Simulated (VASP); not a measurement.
# Al3Ni2 (P-3m1) in VASP: further runs, part 2 of 2

VASP 6.6.1.

## 4. Single point, r2SCAN (11.90 Å³/atom)

This run uses another cell than the first one, of 11.90 Å³/atom.

The input, POSCAR:

```
Al3Ni2
1.0
    3.8344246278      0.0000000000      0.0000000000
   -1.9172123139      3.3207091365      0.0000000000
    0.0000000000      0.0000000000      4.6712514840
Al Ni
3 2
Direct
    0.0000000000      0.0000000000      0.0000000000
    0.3333333333      0.6666666667      0.6462103247
    0.6666666667      0.3333333333      0.3537896753
    0.3333333333      0.6666666667      0.1476933059
    0.6666666667      0.3333333333      0.8523066941
```

The input, INCAR.step1:

```
SYSTEM = Al3Ni2
ALGO = Normal
EDIFF = 1E-5
ENCUT = 660
GGA = PE
GGA_COMPAT = .FALSE.
ISMEAR = 0
LASPH = .TRUE.
LCHARG = .FALSE.
LREAL = .FALSE.
LWAVE = .TRUE.
NBANDS = 22
NELM = 120
PREC = Accurate
SIGMA = 0.1
```

The input, INCAR.step2:

```
SYSTEM = Al3Ni2
ALGO = Normal
EDIFF = 1E-6
ENCUT = 660
GGA_COMPAT = .FALSE.
ISIF = 2
ISMEAR = 0
ISTART = 1
LASPH = .TRUE.
LCHARG = .FALSE.
LMIXTAU = .TRUE.
LREAL = .FALSE.
LWAVE = .FALSE.
METAGGA = R2SCAN
NBANDS = 22
NELM = 120
PREC = Accurate
SIGMA = 0.1
```

The input, KPOINTS:

```
k-points
0
G
  12 12 8
  0 0 0
```

Launch:

```sh
$ cat potpaw_PBE.64/Al/POTCAR potpaw_PBE.64/Ni/POTCAR > POTCAR
$ cp INCAR.step1 INCAR
$ mpirun -np 1 vasp_std > vasp.out
$ cp INCAR.step2 INCAR
$ mpirun -np 1 vasp_std > vasp.out
```

Run time: 5.3 min. Hardware: 1 thread of Intel Xeon 6975P-C (Granite Rapids), shared host; peak memory 0.35 GiB.

The run converged. Its results:

| Item | Value |
| --- | --- |
| Free energy | -46.8223 eV |
| Pressure | 23.9 GPa |
| Largest force | 0.025 eV/Å |
| Band gap on the k mesh | zero (an odd number of electrons rules out a gap without spin polarisation) |

Forces on the atoms (eV/Å):
```
Al   0.000  0.000  0.000
Al   0.000  0.000  0.009
Al   0.000  0.000 -0.009
Ni   0.000  0.000  0.025
Ni   0.000  0.000 -0.025
```

Levels at points of the mesh, in eV from the Fermi level:
```tsv
k point	band 13	band 14	band 15	band 16	band 17	band 18
(0.00, 0.00, 0.00)	-1.56	1.41	1.41	3.62	3.62	5.73
(0.50, 0.00, 0.00)	-1.89	-1.87	-1.49	1.73	2.54	3.01
(0.00, 0.00, 0.50)	3.06	3.06	3.14	3.14	3.44	5.08
(0.50, 0.00, 0.50)	-2.11	-1.24	-0.44	1.79	2.65	4.10
```

Caveat: the cell stands under pressure; the PAW data sets were made with another functional, which shifts forces and pressure a little.

## 5. Single point, r2SCAN (12.30 Å³/atom)

This run uses another cell than the first one, of 12.30 Å³/atom.

The input, POSCAR:

```
Al3Ni2
1.0
    3.8789047206      0.0000000000      0.0000000000
   -1.9394523603      3.3592300269      0.0000000000
    0.0000000000      0.0000000000      4.7203495043
Al Ni
3 2
Direct
    0.0000000000      0.0000000000      0.0000000000
    0.3333333333      0.6666666667      0.6467363602
    0.6666666667      0.3333333333      0.3532636398
    0.3333333333      0.6666666667      0.1473136410
    0.6666666667      0.3333333333      0.8526863590
```

The input, INCAR.step1:

```
SYSTEM = Al3Ni2
  PREC = Accurate
  ENCUT = 660
  ISMEAR = 0
  SIGMA = 0.1
  LREAL = .False.
  LASPH = .True.
  NELM = 120
  NBANDS = 22
  GGA = PE
  ALGO = Normal
  EDIFF = 1E-5
  LWAVE = .True.
  LCHARG = .False.
  GGA_COMPAT = .False.
```

The input, INCAR.step2:

```
SYSTEM = Al3Ni2
  PREC = Accurate
  ENCUT = 660
  EDIFF = 1E-6
  ISMEAR = 0
  SIGMA = 0.1
  LREAL = .False.
  LASPH = .True.
  NELM = 120
  ALGO = Normal
  ISIF = 2
  LWAVE = .False.
  LCHARG = .True.
  METAGGA = R2SCAN
  LMIXTAU = .True.
  LELF = .True.
  LVHAR = .True.
  NBANDS = 22
  ISTART = 1
  GGA_COMPAT = .False.
```

The input, KPOINTS:

```
regular mesh
0
Gamma
  12 12 8
  0 0 0
```

Launch:

```sh
$ cat potpaw_PBE.64/Al/POTCAR potpaw_PBE.64/Ni/POTCAR > POTCAR
$ cp INCAR.step1 INCAR
$ mpirun -np 1 vasp_std > vasp.out
$ cp INCAR.step2 INCAR
$ mpirun -np 1 vasp_std > vasp.out
```

Wall time 7.4 min (1 thread of Intel Xeon 6975P-C (Granite Rapids), shared host); peak memory 0.38 GiB.

The run converged. Its results:

```
Free energy            : -47.0759 eV
Pressure               : 16.3 GPa
Largest force          : 0.024 eV/Å
Band gap on the k mesh : zero (an odd number of electrons rules out a gap without spin polarisation)
```

Forces on the atoms (eV/Å):
```
Al   0.000  0.000  0.000
Al   0.000  0.000  0.009
Al   0.000  0.000 -0.009
Ni   0.000  0.000  0.024
Ni   0.000  0.000 -0.024
```

Levels at points of the mesh, in eV from the Fermi level:
| k point | band 11 | band 12 | band 13 | band 14 | band 15 | band 16 | band 17 | band 18 | band 19 | band 20 |
| --- | --- | --- | --- | --- | --- | --- | --- | --- | --- | --- |
| (0.00, 0.00, 0.00) | -1.94 | -1.94 | -1.50 | 1.37 | 1.37 | 3.53 | 3.53 | 5.53 | 5.95 | 7.99 |
| (0.50, 0.00, 0.00) | -2.32 | -2.15 | -1.81 | -1.80 | -1.45 | 1.66 | 2.50 | 2.84 | 5.22 | 5.93 |
| (0.00, 0.00, 0.50) | -2.07 | -2.07 | 3.03 | 3.03 | 3.07 | 3.07 | 3.44 | 4.92 | 5.02 | 5.02 |
| (0.50, 0.00, 0.50) | -2.21 | -2.05 | -2.02 | -1.19 | -0.43 | 1.74 | 2.58 | 3.94 | 7.12 | 8.39 |

Caveat: the cell stands under pressure; the PAW data sets were made with another functional, which shifts forces and pressure a little. Spin polarisation is off, so any magnetic state and its effect on volume and gap are missing.

## 6. Single point, r2SCAN

This run uses another cell than the first one, of 13.52 Å³/atom.

The input, POSCAR:

```
Al3Ni2
1.0
    4.0067213622      0.0000000000      0.0000000000
   -2.0033606811      3.4699224855      0.0000000000
    0.0000000000      0.0000000000      4.8615270261
Al Ni
3 2
Direct
    0.0000000000      0.0000000000      0.0000000000
    0.3333333333      0.6666666667      0.6484376367
    0.6666666667      0.3333333333      0.3515623633
    0.3333333333      0.6666666667      0.1462123368
    0.6666666667      0.3333333333      0.8537876632
```

The input, INCAR.step1:

```
  PREC = Accurate
  ENCUT = 520
  ISMEAR = 0
  SIGMA = 0.15
  LREAL = F
  LASPH = T
  NELM = 100
  NBANDS = 22
  GGA = PE
  ALGO = Normal
  EDIFF = 1E-4
  LWAVE = T
  LCHARG = F
```

The input, INCAR.step2:

```
  PREC = Accurate
  ENCUT = 520
  EDIFF = 1E-6
  ISMEAR = 0
  SIGMA = 0.15
  LREAL = F
  LASPH = T
  NELM = 100
  ALGO = Normal
  ISIF = 2
  LWAVE = F
  LCHARG = T
  METAGGA = R2SCAN
  LMIXTAU = T
  LELF = T
  LVHAR = T
  NBANDS = 22
  ISTART = 1
```

The input, KPOINTS:

```
Automatic mesh
0
Gamma
  12 12 10
```

Potentials or basis: VASP PAW PBE potentials, release 64 (Al, Ni).

Launch:

```sh
$ cat potpaw_PBE.64/Al/POTCAR potpaw_PBE.64/Ni/POTCAR > POTCAR
$ cp INCAR.step1 INCAR
$ mpirun -np 1 vasp_std > vasp.out
$ cp INCAR.step2 INCAR
$ mpirun -np 1 vasp_std > vasp.out
```

Wall time 10 min (1 thread of Intel Xeon Platinum 8488C (Sapphire Rapids), shared host); peak memory 0.32 GiB.

Results (log left out):

| Item | Value |
| --- | --- |
| Free energy | -47.3534 eV |
| Pressure | -0.2 GPa |
| Largest force | 0.026 eV/Å |
| Band gap on the k mesh | zero (an odd number of electrons rules out a gap without spin polarisation) |

Forces on the atoms (eV/Å):
```
Al   0.000  0.000  0.000
Al   0.000  0.000 -0.007
Al   0.000  0.000  0.007
Ni   0.000  0.000  0.026
Ni   0.000  0.000 -0.026
```

Stress tensor (GPa, compression positive):
```
-0.25  0.00  0.00
 0.00 -0.25  0.00
 0.00  0.00 -0.15
```

Levels at points of the mesh, in eV from the Fermi level:
| k point | band 11 | band 12 | band 13 | band 14 | band 15 | band 16 | band 17 | band 18 | band 19 | band 20 |
| --- | --- | --- | --- | --- | --- | --- | --- | --- | --- | --- |
| (0.00, 0.00, 0.00) | -1.72 | -1.72 | -1.33 | 1.29 | 1.29 | 3.28 | 3.28 | 4.97 | 5.17 | 7.43 |
| (0.50, 0.00, 0.00) | -2.15 | -1.91 | -1.61 | -1.60 | -1.34 | 1.48 | 2.30 | 2.46 | 4.96 | 5.55 |
| (0.00, 0.00, 0.50) | -1.84 | -1.84 | 2.87 | 2.87 | 2.95 | 2.95 | 3.43 | 4.49 | 4.55 | 4.55 |
| (0.50, 0.00, 0.50) | -1.97 | -1.82 | -1.78 | -1.08 | -0.40 | 1.62 | 2.38 | 3.48 | 6.83 | 7.79 |

Caveat: the PAW data sets were made with another functional, which shifts forces and pressure a little. Spin polarisation is off, so any magnetic state and its effect on volume and gap are missing.

## 7. The runs side by side

```tsv
cell	k mesh	cutoff (eV)	smearing	gap on the mesh (eV)	pressure (GPa)	largest force (eV/Å)
a = 3.922, b = 3.922, c = 4.768 Å, angles 90.0, 90.0, 120.0°, 5 atoms	12 × 12 × 8	660	gaussian 0.1 eV	none	9.9	0.02
a = 3.965, b = 3.965, c = 4.815 Å, angles 90.0, 90.0, 120.0°, 5 atoms	12 × 12 × 8	660	gaussian 0.1 eV	none	4.4	0.02
a = 3.834, b = 3.834, c = 4.671 Å, angles 90.0, 90.0, 120.0°, 5 atoms	12 × 12 × 8	660	gaussian 0.1 eV	none	23.9	0.03
a = 3.879, b = 3.879, c = 4.720 Å, angles 90.0, 90.0, 120.0°, 5 atoms	12 × 12 × 8	660	gaussian 0.1 eV	none	16.3	0.02
a = 4.007, b = 4.007, c = 4.862 Å, angles 90.0, 90.0, 120.0°, 5 atoms	12 × 12 × 10	520	gaussian 0.15 eV	none	-0.2	0.03
```

Alike in all rows: task single point; level r2SCAN; potentials or basis VASP PAW PBE potentials, release 64 (Al, Ni); no spin polarisation.

Caveats: the PAW data sets were made with another functional, which shifts forces and pressure a little; the cell stands under pressure (at least some runs).

Absolute energies hang on the potentials; compare differences alone.
